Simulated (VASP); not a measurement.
# P (Fm-3m) in VASP: density of states with PBEsol

Aim: the density of states of P with PBEsol.

Program: VASP 6.6.1. These are calculated values, not measurements. Logs are shortened: lines on timing, memory, paths and dates and some standing lists are left out, and cuts for length are marked.

### 1 The cell of the first run

The structure is cubic, space group Fm-3m (No. 225). Conventional cell: a = 2.927 Å, b = 2.927 Å, c = 2.927 Å, α = 90.00°, β = 90.00°, γ = 90.00°. Within 2.7 Å of P (site symmetry m-3m) lie 12 P at 2.07 Å.

### 2 Density of states, PBEsol (volume scaled by 0.45)

Input file POSCAR:

```
P
1.0
    0.0000000000      1.4634183095      1.4634183095
    1.4634183095      0.0000000000      1.4634183095
    1.4634183095      1.4634183095      0.0000000000
P
1
Direct
    0.0000000000      0.0000000000      0.0000000000
```

Input file INCAR.step1:

```
SYSTEM = P
PREC = Accurate ; ENCUT = 520
EDIFF = 1E-6 ; ISMEAR = -1
SIGMA = 0.1 ; LREAL = .FALSE.
LASPH = .TRUE. ; NELM = 60
ALGO = Normal ; ISIF = 2
LWAVE = .FALSE. ; LCHARG = .TRUE.
GGA = PS ; NBANDS = 8
```

Input file KPOINTS.step1:

```
regular mesh
0
G
  17 17 17
  0 0 0
```

Input file INCAR.step2:

```
SYSTEM = P
PREC = Accurate ; ENCUT = 520
EDIFF = 1E-6 ; ISMEAR = -5
SIGMA = 0.1 ; LREAL = .FALSE.
LASPH = .TRUE. ; NELM = 60
ALGO = Normal ; ISIF = 2
LWAVE = .FALSE. ; LCHARG = .FALSE.
GGA = PS ; LORBIT = 11
NEDOS = 1001 ; ICHARG = 11
```

Input file KPOINTS.step2:

```
regular mesh
0
G
  26 26 26
  0 0 0
```

Potentials or basis: VASP PAW PBE potentials, release 64 (P).

Command:

```console
$ cat potpaw_PBE.64/P/POTCAR > POTCAR
$ cp INCAR.step1 INCAR
$ cp KPOINTS.step1 KPOINTS
$ mpirun -np 1 vasp_std > vasp.out
$ cp INCAR.step2 INCAR
$ cp KPOINTS.step2 KPOINTS
$ mpirun -np 1 vasp_std > vasp.out
```

OUTCAR:

```text
SYSTEM = P
   PREC = Accurate
   ENCUT = 520
   EDIFF = 1E-6
   ISMEAR = -5
   LREAL = .FALSE.
   LASPH = .TRUE.
   NELM = 60
   ISIF = 2
   GGA = PS
   LORBIT = 11
   ICHARG = 11

 ion  position               nearest neighbor table
   1  0.000  0.000  0.000-

  LATTYP: Found a face centered cubic cell.
 ALAT       =     2.9268366190

  Lattice vectors:

 A1 = (   0.0000000000,   1.4634183095,   1.4634183095)
 A2 = (   1.4634183095,   0.0000000000,   1.4634183095)
 A3 = (   1.4634183095,   1.4634183095,   0.0000000000)

Analysis of symmetry for initial positions (statically):
=====================================================================
 Subroutine PRICEL returns:
 Original cell was already a primitive cell.

 Routine SETGRP: Setting up the symmetry group for a
 face centered cubic supercell.

 Subroutine GETGRP returns: Found 48 space group operations
 (whereof 48 operations were pure point group operations)
 out of a pool of 48 trial point group operations.

The static configuration has the point symmetry O_h .

Analysis of symmetry for dynamics (positions and initial velocities):
=====================================================================
 Subroutine PRICEL returns:
 Original cell was already a primitive cell.

 Routine SETGRP: Setting up the symmetry group for a
 face centered cubic supercell.

 Subroutine GETGRP returns: Found 48 space group operations
 (whereof 48 operations were pure point group operations)
 out of a pool of 48 trial point group operations.

The dynamic configuration has the point symmetry O_h .

 Subroutine INISYM returns: Found 48 space group operations
 (whereof 48 operations are pure point group operations),
 and found     1 'primitive' translations

----------------------------------------------------------------------------------------

                                     Primitive cell

  volume of cell :       6.2681

  direct lattice vectors                    reciprocal lattice vectors
     0.000000000  1.463418309  1.463418309    -0.341665809  0.341665809  0.341665809
     1.463418309  0.000000000  1.463418309     0.341665809 -0.341665809  0.341665809
     1.463418309  1.463418309  0.000000000     0.341665809  0.341665809 -0.341665809

  length of vectors
[... 75 lines left out ...]
   ICHARG =     11    charge: 1-file 2-atom 10-const
   ISPIN  =      1    spin polarized calculation?
   LNONCOLLINEAR =      F non collinear calculations
   LSORBIT =      F    spin-orbit coupling
   LASPH  =      T    aspherical Exc in radial PAW
   ENCUT  =  520.0 eV  38.22 Ry    6.18 a.u.   3.85  3.85  3.85*2*pi/ulx,y,z
   NELM   =     60;   NELMIN=  2; NELMDL=  0     # of ELM steps
   EDIFF  = 0.1E-05   stopping-criterion for ELM
   LREAL  =      F    real-space projection
   EDIFFG = 0.1E-04   stopping-criterion for IOM
   NSW    =      0    number of steps for IOM
   IBRION =     -1    ionic relax: 0-MD 1-quasi-New 2-CG
   NFREE  =      0    steps in history (QN), initial steepest desc. (CG)
   ISIF   =      2    stress and relaxation
   ISYM   =      2    0-nonsym 1-usesym 2-fastsym
   POTIM  = 0.5000    time-step for ionic-motion
   TEBEG  =    0.0;   TEEND  =   0.0 temperature during run
   PSTRESS=    0.0 pullay stress
   NELECT =       5.0000    total number of electrons
   NUPDOWN=      -1.0000    fix difference up-down
   EMIN   =  10.00;   EMAX   =-10.00  energy-range for DOS
   EFERMI =   0.00;   METHOD = LEGACY
   ISMEAR =    -5;   SIGMA  =   0.10  broadening in eV -4-tet -1-fermi 0-gaus
   EFERMI_NEDOS =   21; number of points for ismear=-14 and -15
   IALGO  =     38    algorithm
   IMIX   =      4    mixing-type and parameters
     AMIX     =   0.40;   BMIX     =  1.00
     AMIX_MAG =   1.60;   BMIX_MAG =  1.00
  volume/ion in A,a.u.               =       6.27        42.30
  Fermi-wavevector in a.u.,A,eV,Ry     =   1.518284  2.869141 31.363964  2.305186
  Thomas-Fermi vector in A             =   2.627425
   LORBIT       =     11    0 simple, 1 ext, 2 COOP (PROOUT), +10 PAW based schemes
   GGA     = PS    functional components
   LHFCALC =     F    Hartree Fock is set to
   AEXX    =    0.0000 exact exchange contribution
   IVDW    =     0    specifies the selected vdW correction
   LEPSILON=     F    determine dielectric tensor
   LRPA    =     F    only Hartree local field effects (RPA)
 non-spin polarized calculation
 Fermi weights with tetrahedron method with Bloechl corrections
  energy-cutoff  :      520.00
  volume of cell :        6.27
 maximum number of plane-waves:       178

 number of electron       5.0000000 magnetization

 Free energy of the ion-electron system (eV)
  ---------------------------------------------------
  ext. energy  EPLUGINS =         0.00000000
  ---------------------------------------------------
  free energy    TOTEN  =        -0.20401924 eV

  energy without entropy =       -0.20401924  energy(sigma->0) =       -0.20401924

 E-fermi :  26.6271     XC(G=0): -15.4698

 val. band max:       26.9554224531   @ k =   0.4231   0.4231   0.0000
 cond. band min:      26.4433849096   @ k =  -0.1923   0.2308   0.0385
 fundamental gap:     -0.5120375435
 Fermi energy:        26.6271343347

 k-point     1 :       0.0000    0.0000    0.0000
  band No.  band energies     occupation
      1      -1.8872      2.00000
      2      40.0835      0.00000
      3      40.0835      0.00000
      4      40.0835      0.00000
      5      45.1691      0.00000
      6      45.1691      0.00000
[... 199 lines left out ...]
 k-point    24 :       0.3846    0.0385    0.0000
  band No.  band energies     occupation
      1       4.8841      2.00000
      2      16.9442      2.00000
      3      36.3771      0.00000
      4      38.1162      0.00000
      5      40.1299      0.00000
      6      43.0449      0.00000

 [... further k-points ...]
[... 5 lines left out ...]
  --------------------------------------------------------------------------------------
  -------------------------------------------------------------------------------------
  Total       15.1432275     15.1432275     15.1432275      0.0000000      0.0000000      0.0000000
  in kB     3870.7362680   3870.7362680   3870.7362680      0.0000000      0.0000000      0.0000000
  external PRESSURE =    3870.7362680 kB  Pullay stress =       0.0000000 kB

 VOLUME and BASIS-vectors are now :
 -----------------------------------------------------------------------------
  energy-cutoff  :      520.00
  volume of cell :        6.27
      direct lattice vectors                 reciprocal lattice vectors
     0.000000000  1.463418309  1.463418309    -0.341665809  0.341665809  0.341665809
     1.463418309  0.000000000  1.463418309     0.341665809 -0.341665809  0.341665809
     1.463418309  1.463418309  0.000000000     0.341665809  0.341665809 -0.341665809

 POSITION                                       TOTAL-FORCE (eV/Angst)
 -----------------------------------------------------------------------------------
      0.00000      0.00000      0.00000         0.000000      0.000000      0.000000
 -----------------------------------------------------------------------------------
    total drift:                               -0.000000      0.000000     -0.000000

  FREE ENERGIE OF THE ION-ELECTRON SYSTEM (eV)
  ---------------------------------------------------
  free  energy   TOTEN  =        -0.2040192371 eV

  energy  without entropy=       -0.2040192371  energy(sigma->0) =       -0.20401924

 total charge

# of ion       s       p       d       tot
------------------------------------------
    1        1.083   1.709   0.000   2.791
```

It took 30 s on 1 thread of AMD EPYC 7R13, shared host; peak memory 0.09 GiB.

Results:

* Valence electrons inside the program's atomic spheres: P 2.79

Levels at points of the mesh, in eV from the Fermi level:
```tsv
k point	band 1	band 2	band 3	band 4	band 5	band 6
(0.00, 0.00, 0.00)	-28.51	13.46	13.46	13.46	18.54	18.54
(0.50, 0.00, 0.00)	-17.27	-15.65	11.48	11.48	13.25	13.25
(0.50, 0.50, 0.00)	-14.14	-10.77	-0.07	2.06	2.06	10.95
```

Caveat: the PAW data sets were made with another functional, which shifts forces and pressure a little; tetrahedron occupations give inexact forces and stress in metals.
